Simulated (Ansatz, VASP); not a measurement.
## Ti3ZnH: VASP beside Ansatz

```
Ti Zn H
1.0
     4.04728    0.00000    0.00000
     0.00000    4.04728    0.00000
     0.00000    0.00000    4.04728
Ti Zn H
3 1 1
Cartesian
  0.0000 2.0236 2.0236
  2.0236 2.0236 0.0000
  2.0236 0.0000 2.0236
  0.0000 0.0000 0.0000
  2.0236 2.0236 2.0236
```

Alike in both runs: task single point; functional r2SCAN; k mesh 10 × 10 × 10; occupations gaussian, width 0.1 eV; no spin polarisation.

```csv
,VASP,Ansatz
version,VASP 6.6.1,Ansatz 0.2.0
potentials or method,"VASP PAW PBE potentials, release 64 (Ti_sv, Zn, H), cutoff 520 eV","scalar-relativistic, plane waves, PAW"
valence electrons in the cell,49,49
```

VASP gave:

* gap on the k mesh at the Fermi level (eV): none
* pressure (GPa): -1.3

Task: What did Ansatz give for the same quantities?

Result: gap on the k mesh at the Fermi level (eV): none; pressure (GPa): -1.8.

VASP's potentials were made for PBE, not for r2SCAN. A gap of «none» marks a metal or a gap that the smearing closes.
